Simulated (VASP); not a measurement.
# Pb33S32 (a cell with a defect) in VASP: single point with PBEsol

Aim: the single point of Pb33S32 (a cell with a defect) with PBEsol.

Everything below comes from runs of VASP 6.6.1. Logs are shortened: lines on timing, memory, paths and dates and some standing lists are left out, and cuts for length are marked.

## Step 1: The cell of the first run

The cell holds a defect, 65 atoms: a = 11.800 Å, b = 11.800 Å, c = 11.800 Å, α = 90.00°, β = 90.00°, γ = 90.00°.

## Step 2: Single point, PBEsol

INCAR

```
PREC = Accurate ; ENCUT = 400
EDIFF = 1E-6 ; ISMEAR = -1
SIGMA = 0.05 ; LREAL = Auto
LASPH = T ; NELM = 120
ALGO = Normal ; ISIF = 2
LWAVE = F ; LCHARG = F
GGA = PS ; NBANDS = 365
ISYM = -1 ; GGA_COMPAT = F
```

KPOINTS

```
explicit points
1
Reciprocal
  0.25000000   0.25000000   0.25000000 1
```

POSCAR

```
Pb33S32
1.0
   11.8000000000      0.0000000000      0.0000000000
    0.0000000000     11.8000000000      0.0000000000
    0.0000000000      0.0000000000     11.8000000000
S Pb
32 33
Direct
    0.2477120000      0.9970470000      0.9991910000
    0.2465800000      0.0062180000      0.4993230000
    0.2465550000      0.4972290000      0.0080560000
    0.2341340000      0.5188110000      0.5204330000
    0.7479110000      0.9984650000      0.0007500000
    0.7485810000      0.9894660000      0.5005660000
    0.7488050000      0.4984520000      0.9917030000
    0.7619990000      0.4773570000      0.4795960000
    0.9972010000      0.2475310000      0.9991890000
    0.0063720000      0.2464690000      0.4993240000
    0.9986080000      0.7477550000      0.0007640000
    0.9896070000      0.7484850000      0.5005930000
    0.4973910000      0.2464180000      0.0080370000
    0.5189480000      0.2340170000      0.5204450000
    0.4985870000      0.7486670000      0.9917320000
    0.4775270000      0.7618910000      0.4795670000
    0.9971910000      0.9970650000      0.2498640000
    0.9985950000      0.9984430000      0.7499680000
    0.0059630000      0.4969800000      0.2485960000
    0.9898540000      0.4983910000      0.7509220000
    0.4970820000      0.0058870000      0.2485950000
    0.4985520000      0.9896830000      0.7508950000
    0.5185760000      0.5184370000      0.2363060000
    0.4776670000      0.4775140000      0.7645310000
    0.2442040000      0.2440880000      0.2459420000
    0.2461830000      0.2460330000      0.7496700000
    0.2462300000      0.7473890000      0.2482050000
    0.2482940000      0.7493490000      0.7514460000
    0.7475150000      0.2460940000      0.2482290000
    0.7494950000      0.2481310000      0.7514440000
    0.7493380000      0.7492610000      0.2503440000
    0.7518300000      0.7516820000      0.7537380000
    0.9979300000      0.9978220000      0.9999260000
    0.9975590000      0.9974360000      0.4999520000
    0.9975800000      0.4979770000      0.9997420000
    0.9980720000      0.4977640000      0.4999250000
    0.4980690000      0.9974600000      0.9997530000
    0.4979160000      0.9979650000      0.4999280000
    0.4978130000      0.4976500000      0.0001360000
    0.5678680000      0.5677460000      0.5701440000
    0.2460690000      0.2459590000      0.0011990000
    0.2410910000      0.2409520000      0.5028410000
    0.2479250000      0.7478930000      0.9998010000
    0.2430320000      0.7527600000      0.4997660000
    0.7480130000      0.2478230000      0.9998200000
    0.7528910000      0.2428650000      0.4998350000
    0.7496840000      0.7495670000      0.9987420000
    0.7539710000      0.7538100000      0.4977120000
    0.2460240000      0.9991600000      0.2481620000
    0.2479930000      0.9978560000      0.7500020000
    0.2410500000      0.5001800000      0.2430770000
    0.2430840000      0.4979370000      0.7545970000
    0.7480920000      0.9977540000      0.2501590000
    0.7497740000      0.9965900000      0.7517490000
    0.7528200000      0.4977640000      0.2453160000
    0.7541330000      0.4951670000      0.7560910000
    0.9993080000      0.2458570000      0.2481630000
    0.9979910000      0.2478830000      0.7500230000
    0.9979210000      0.7479310000      0.2501590000
    0.9967300000      0.7496490000      0.7517160000
    0.5003500000      0.2409390000      0.2430780000
    0.4980400000      0.2429480000      0.7546340000
    0.4980140000      0.7526280000      0.2452910000
    0.4952920000      0.7539750000      0.7561050000
    0.4262900000      0.4261450000      0.4286330000
```

Potentials or basis: VASP PAW PBE potentials, release 64 (S, Pb_d).

Command:

```bash
cat potpaw_PBE.64/S/POTCAR potpaw_PBE.64/Pb_d/POTCAR > POTCAR
mpirun -np 1 vasp_std > vasp.out
```

OUTCAR:

```text
PREC = Accurate
   ENCUT = 400
   EDIFF = 1E-6
   ISMEAR = -1
   LREAL = Auto
   LASPH = T
   NELM = 120
   ISIF = 2
   GGA = PS
   ISYM = -1

 ion  position               nearest neighbor table
   1  0.248  0.997  0.999-  41 2.94  49 2.94  43 2.94  50 2.94  33 2.95  37 2.95
   2  0.247  0.006  0.499-  42 2.77  34 2.94  50 2.96  49 2.96  38 2.97  44 2.99
   3  0.247  0.497  0.008-  51 2.77  35 2.94  43 2.96  41 2.97  39 2.97  52 2.99
   4  0.234  0.519  0.520-  65 2.74  44 2.77  52 2.78  36 2.81  51 3.28  42 3.29
   5  0.748  0.998  0.001-  47 2.94  54 2.94  45 2.94  53 2.94  37 2.95  33 2.95
   6  0.749  0.989  0.501-  48 2.78  34 2.94  53 2.96  38 2.96  54 2.97  46 2.99
[... 25 lines left out ...]
  32  0.752  0.752  0.754-  60 2.89  54 2.89  47 2.89  48 3.02  56 3.03  64 3.03
  33  0.998  0.998  1.000-   9 2.95   1 2.95  17 2.95  18 2.95   5 2.95  11 2.95
  34  0.998  0.997  0.500-  12 2.94   6 2.94   2 2.94  10 2.94  18 2.95  17 2.95  42 4.06  48 4.07
                            46 4.09  44 4.09
  35  0.998  0.498  1.000-   7 2.94  20 2.94  19 2.94   3 2.94  11 2.95   9 2.96  51 4.06  56 4.06
                            55 4.09  52 4.09
  36  0.998  0.498  0.500-   8 2.81   4 2.81  12 2.96  20 2.96  10 2.97  19 2.97
  37  0.498  0.997  1.000-  15 2.94  22 2.94  21 2.94  13 2.94   5 2.95   1 2.95  61 4.06  64 4.06
                            63 4.09  62 4.09
  38  0.498  0.998  0.500-  16 2.81  14 2.81   6 2.96  22 2.96  21 2.97   2 2.97
  39  0.498  0.498  0.000-  24 2.80  23 2.81   7 2.96  15 2.96  13 2.97   3 2.97
  40  0.568  0.568  0.570-   8 2.74  16 2.74  24 2.74  65 2.89  48 3.22  64 3.22  56 3.22
  41  0.246  0.246  0.001-  25 2.89   9 2.94   1 2.94   3 2.97  13 2.97  26 2.97  57 4.12  49 4.12

  42  0.241  0.241  0.503-  10 2.77   2 2.77  26 2.91  25 3.03  65 3.21  14 3.29   4 3.29  34 4.06
                            50 4.09  58 4.09
  43  0.248  0.748  1.000-  28 2.93  27 2.93   1 2.94  11 2.94  15 2.96   3 2.96  51 4.10  64 4.10
                            52 4.13  63 4.14
  44  0.243  0.753  0.500-   4 2.77  16 2.78  27 2.97  28 2.97  12 2.99   2 2.99  34 4.09  59 4.13
                            50 4.13
  45  0.748  0.248  1.000-  30 2.93  29 2.93   9 2.94   5 2.94  13 2.96   7 2.96  61 4.10  56 4.10
                            62 4.13  55 4.13
  46  0.753  0.243  0.500-  14 2.77   8 2.78  29 2.97  30 2.97   6 2.99  10 2.99  34 4.09  53 4.13
                            58 4.13
  47  0.750  0.750  0.999-  32 2.89   5 2.94  11 2.94  15 2.96   7 2.96  31 2.97  54 4.12  60 4.12
[... 27 lines left out ...]
  61  0.500  0.241  0.243-  13 2.77  21 2.77  29 2.92  25 3.02  65 3.21  14 3.28  23 3.28  37 4.06
                            45 4.10  53 4.10
  62  0.498  0.243  0.755-  14 2.78  24 2.78  30 2.97  26 2.97  22 2.99  13 2.99  37 4.09  50 4.13
                            45 4.13
  63  0.498  0.753  0.245-  23 2.78  16 2.78  31 2.97  27 2.97  21 2.99  15 2.99  37 4.09  53 4.13
                            43 4.14
  64  0.495  0.754  0.756-  15 2.78  22 2.78  28 2.92  32 3.03  40 3.22  24 3.27  16 3.27  37 4.06
                            43 4.10  50 4.10
  65  0.426  0.426  0.429-  14 2.74   4 2.74  23 2.74  40 2.89  42 3.21  61 3.21  51 3.21

IMPORTANT INFORMATION: All symmetrisations will be switched off!
NOSYMM: (Re-)initialisation of all symmetry stuff for point group C_1.

----------------------------------------------------------------------------------------

                                     Primitive cell

  volume of cell :    1643.0320

  direct lattice vectors                    reciprocal lattice vectors
    11.800000000  0.000000000  0.000000000     0.084745763  0.000000000  0.000000000
     0.000000000 11.800000000  0.000000000     0.000000000  0.084745763  0.000000000
     0.000000000  0.000000000 11.800000000     0.000000000  0.000000000  0.084745763

  length of vectors
    11.800000000 11.800000000 11.800000000     0.084745763  0.084745763  0.084745763

  position of ions in fractional coordinates (direct lattice)
     0.247712000  0.997047000  0.999191000
     0.246580000  0.006218000  0.499323000
     0.246555000  0.497229000  0.008056000
     0.234134000  0.518811000  0.520433000
     0.747911000  0.998465000  0.000750000
     0.748581000  0.989466000  0.500566000
[... 57 lines left out ...]
     0.495292000  0.753975000  0.756105000
     0.426290000  0.426145000  0.428633000

  ion indices of the primitive-cell ions
   primitive index   ion index
                 1           1
                 2           2
                 3           3
                 4           4
                 5           5
                 6           6
[... 57 lines left out ...]
                64          64
                65          65

----------------------------------------------------------------------------------------

 KPOINTS: explicit points

Read explicit list of k-points.

 Found      1 k-points:

 Following reciprocal coordinates:
            Coordinates               Weight
  0.250000  0.250000  0.250000      1.000000
   k-points           NKPTS =      1   k-points in BZ     NKDIM =      1   number of bands    NBANDS=    365
   number of dos      NEDOS =    301   number of ions     NIONS =     65
   total plane-waves  NPLWV = 512000
   dimension x,y,z NGX =    80 NGY =   80 NGZ =   80
   dimension x,y,z NGXF=   160 NGYF=  160 NGZF=  160
   ions per type =              32  33
   NGX,Y,Z   is equivalent  to a cutoff of  11.27, 11.27, 11.27 a.u.
   NGXF,Y,Z  is equivalent  to a cutoff of  22.54, 22.54, 22.54 a.u.
 SYSTEM =  unknown system
   PREC   = accura    normal or accurate (medium, high low for compatibility)
   ISTART =      0    job   : 0-new  1-cont  2-samecut
   ICHARG =      2    charge: 1-file 2-atom 10-const
   ISPIN  =      1    spin polarized calculation?
   LNONCOLLINEAR =      F non collinear calculations
   LSORBIT =      F    spin-orbit coupling
   LASPH  =      T    aspherical Exc in radial PAW
   ENCUT  =  400.0 eV  29.40 Ry    5.42 a.u.  19.24 19.24 19.24*2*pi/ulx,y,z
   NELM   =    120;   NELMIN=  2; NELMDL= -5     # of ELM steps
   EDIFF  = 0.1E-05   stopping-criterion for ELM
   LREAL  =      T    real-space projection
   EDIFFG = 0.1E-04   stopping-criterion for IOM
   NSW    =      0    number of steps for IOM
   IBRION =     -1    ionic relax: 0-MD 1-quasi-New 2-CG
   NFREE  =      0    steps in history (QN), initial steepest desc. (CG)
   ISIF   =      2    stress and relaxation
   ISYM   =     -1    0-nonsym 1-usesym 2-fastsym
   POTIM  = 0.5000    time-step for ionic-motion
   TEBEG  =    0.0;   TEEND  =   0.0 temperature during run
   PSTRESS=    0.0 pullay stress
   NELECT =     654.0000    total number of electrons
   NUPDOWN=      -1.0000    fix difference up-down
   EMIN   =  10.00;   EMAX   =-10.00  energy-range for DOS
   EFERMI =   0.00;   METHOD = LEGACY
   ISMEAR =    -1;   SIGMA  =   0.05  broadening in eV -4-tet -1-fermi 0-gaus
   EFERMI_NEDOS =   21; number of points for ismear=-14 and -15
   IALGO  =     38    algorithm
   IMIX   =      4    mixing-type and parameters
     AMIX     =   0.40;   BMIX     =  1.00
     AMIX_MAG =   1.60;   BMIX_MAG =  1.00
  volume/ion in A,a.u.               =      25.28       170.58
  Fermi-wavevector in a.u.,A,eV,Ry     =   1.204256  2.275713 19.731604  1.450232
  Thomas-Fermi vector in A             =   2.339986
   LORBIT       =      0    0 simple, 1 ext, 2 COOP (PROOUT), +10 PAW based schemes
   GGA     = PS    functional components
   LHFCALC =     F    Hartree Fock is set to
   AEXX    =    0.0000 exact exchange contribution
   IVDW    =     0    specifies the selected vdW correction
   LEPSILON=     F    determine dielectric tensor
   LRPA    =     F    only Hartree local field effects (RPA)
 non-spin polarized calculation
  energy-cutoff  :      400.00
  volume of cell :     1643.03
 maximum number of plane-waves:     29824
 NGX is ok and might be reduce to    80
   NGX = 39   NGY = 39   NGZ = 39

 number of electron     654.0000012 magnetization

 Free energy of the ion-electron system (eV)
  ---------------------------------------------------
  ext. energy  EPLUGINS =         0.00000000
  ---------------------------------------------------
  free energy    TOTEN  =      -304.10093130 eV

  energy without entropy =     -304.09992209  energy(sigma->0) =     -304.10042669

 E-fermi :   6.6827     XC(G=0): -10.0459

 val. band max:        6.3081481021   @ k =   0.2500   0.2500   0.2500
 cond. band min:       7.0790974596   @ k =   0.2500   0.2500   0.2500
 fundamental gap:      0.7709493574
 Fermi energy:         6.6826933665

 k-point     1 :       0.2500    0.2500    0.2500
  band No.  band energies     occupation
      1     -10.8596      2.00000
      2     -10.8590      2.00000
      3     -10.8335      2.00000
      4     -10.8334      2.00000
      5     -10.8278      2.00000
      6     -10.8273      2.00000
[... 331 lines left out ...]
    338       7.7791      0.00000
    339       7.7792      0.00000
 [bands above 339 left out]

------------------------ aborting loop because EDIFF is reached ----------------------------------------

  FORCE on cell =-STRESS in cart. coord.  units (eV):
  Direction    XX          YY          ZZ          XY          YZ          ZX
  --------------------------------------------------------------------------------------
  -------------------------------------------------------------------------------------
  Total       17.9745816     17.9754479     17.9751612      0.4238087      0.4619350      0.4609614
  in kB       17.5276362     17.5284810     17.5282013      0.4132706      0.4504488      0.4494994
  external PRESSURE =      17.5281062 kB  Pullay stress =       0.0000000 kB

 VOLUME and BASIS-vectors are now :
 -----------------------------------------------------------------------------
  energy-cutoff  :      400.00
  volume of cell :     1643.03
      direct lattice vectors                 reciprocal lattice vectors
    11.800000000  0.000000000  0.000000000     0.084745763  0.000000000  0.000000000
     0.000000000 11.800000000  0.000000000     0.000000000  0.084745763  0.000000000
     0.000000000  0.000000000 11.800000000     0.000000000  0.000000000  0.084745763

 POSITION                                       TOTAL-FORCE (eV/Angst)
 -----------------------------------------------------------------------------------
      2.92300     11.76515     11.79045         0.001808      0.002366      0.000853
      2.90964      0.07337      5.89201         0.001112     -0.012103     -0.001615
      2.90935      5.86730      0.09506         0.003634     -0.002709     -0.006824
      2.76278      6.12197      6.14111        -0.016558     -0.010515     -0.005587
      8.82535     11.78189      0.00885         0.002209      0.001365     -0.003885
      8.83326     11.67570      5.90668         0.009585     -0.002736      0.001869
[... 57 lines left out ...]
      5.84445      8.89690      8.92204         0.006846      0.007007      0.009475
      5.03022      5.02851      5.05787         0.001640      0.002467     -0.019814
 -----------------------------------------------------------------------------------
    total drift:                               -0.008598     -0.011204     -0.002858

  FREE ENERGIE OF THE ION-ELECTRON SYSTEM (eV)
  ---------------------------------------------------
  free  energy   TOTEN  =      -304.1009312962 eV

  energy  without entropy=     -304.0999220874  energy(sigma->0) =     -304.10042669
```

It took 17 min on 1 thread of Intel Xeon Platinum 8488C (Sapphire Rapids), shared host; peak memory 1.1 GiB.

What came out:

| Quantity | Value |
| --- | --- |
| Free energy | -304.1009 eV |
| Pressure | 1.8 GPa |
| Largest force | 0.032 eV/Å |
| Band gap on the k mesh | 0.77 eV |

Forces in eV/Å, atoms in the order of the input:
```
S    0.002  0.002  0.001
S    0.001 -0.012 -0.002
S    0.004 -0.003 -0.007
S   -0.017 -0.011 -0.006
S    0.002  0.001 -0.004
S    0.010 -0.003  0.002
S   -0.001 -0.003 -0.003
S    0.008  0.008  0.014
S    0.001  0.004  0.001
S   -0.013  0.001 -0.002
S    0.001  0.002 -0.004
S   -0.002  0.008  0.001
S   -0.003  0.004 -0.005
S   -0.010 -0.017 -0.005
S   -0.003 -0.001 -0.004
S    0.007  0.008  0.014
S   -0.004 -0.004  0.000
S    0.002  0.002  0.000
S    0.003  0.006  0.008
S   -0.007 -0.001 -0.005
S    0.007  0.001  0.008
S   -0.002 -0.006 -0.003
S   -0.013 -0.014 -0.003
S    0.004  0.005 -0.012
S   -0.008 -0.008  0.004
S    0.014  0.014 -0.007
S    0.006  0.001  0.010
S    0.004 -0.006 -0.008
S    0.001  0.006  0.009
S   -0.006  0.005 -0.007
S    0.000 -0.003  0.005
S   -0.008 -0.008 -0.005
Pb  -0.003 -0.004 -0.002
Pb   0.003  0.003  0.004
Pb   0.002 -0.004  0.001
Pb   0.001 -0.005 -0.002
Pb  -0.003  0.001  0.001
Pb  -0.006  0.000 -0.002
Pb   0.000  0.002  0.016
Pb   0.019  0.019  0.017
Pb  -0.002 -0.002  0.000
Pb   0.003  0.003  0.003
Pb  -0.001 -0.003  0.006
Pb  -0.008  0.015 -0.002
Pb  -0.002 -0.003  0.005
Pb   0.015 -0.008 -0.003
Pb   0.002  0.002  0.000
Pb   0.004  0.006 -0.005
Pb   0.002 -0.006 -0.007
Pb  -0.003 -0.005  0.002
Pb   0.001  0.017 -0.002
Pb  -0.008 -0.003  0.019
Pb  -0.009 -0.002 -0.009
Pb   0.001 -0.005  0.008
Pb   0.005 -0.003 -0.020
Pb   0.006  0.006  0.009
Pb  -0.006  0.002 -0.007
Pb  -0.004 -0.004  0.002
Pb  -0.002 -0.008 -0.009
Pb  -0.005  0.000  0.009
Pb   0.017  0.000 -0.002
Pb  -0.003 -0.008  0.017
Pb  -0.006  0.009 -0.020
Pb   0.007  0.007  0.009
Pb   0.002  0.002 -0.020
```

Levels at points of the mesh, in eV from the valence-band top:
| k point | band 324 | band 325 | band 326 | band 327 | band 328 | band 329 | band 330 | band 331 |
| --- | --- | --- | --- | --- | --- | --- | --- | --- |
| (0.25, 0.25, 0.25) | -0.83 | -0.83 | -0.49 | 0.00 | 0.77 | 0.85 | 0.85 | 0.91 |

Caveat: the PAW data sets were made with another functional, which shifts forces and pressure a little; spin-orbit coupling is left out, which moves the levels of the heavy elements.
